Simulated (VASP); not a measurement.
A run of VASP 6.6.1 is set up as follows.

The input INCAR:

```
PREC     = Accurate       # precision mode
ENCUT    = 520            # plane-wave cutoff, eV
EDIFF    = 1E-7           # SCF threshold, eV
ISMEAR   = 0              # smearing method
SIGMA    = 0.1            # smearing width, eV
LREAL    = F              # projectors in reciprocal space
LASPH    = T              # aspherical terms in the spheres
NELM     = 100            # most SCF steps
ALGO     = Normal         # electronic algorithm
ISIF     = 2              # what is computed and relaxed
LWAVE    = F              # write WAVECAR
LCHARG   = F              # write CHGCAR
GGA      = PE             # functional
NBANDS   = 34             # bands
```

The input KPOINTS:

```
regular mesh
0
Gamma
  6 6 4
```

File POSCAR:

```
TaGe3
1.0
    3.5589050151      0.0000000000      0.0000000000
    0.0000000000      3.5589050151      0.0000000000
    0.0000000000      0.0000000000      5.4346084676
Ta Ge
1 3
Direct
    0.0000000000      0.0000000000      0.0000000000
    0.5000000000      0.5000000000      0.2470984532
    0.5000000000      0.5000000000      0.7529015468
    0.0000000000      0.0000000000      0.5000000000
```

Potentials or basis: VASP PAW PBE potentials, release 64 (Ta_pv, Ge_d).

The run is started by

```console
$ cat potpaw_PBE.64/Ta_pv/POTCAR potpaw_PBE.64/Ge_d/POTCAR > POTCAR
$ mpirun -np 1 vasp_std > vasp.out
```

(1) Estimate the largest force.

(2) Estimate the pressure.

Results:

(1) 0.004 eV/Å.

(2) 0.2 GPa.
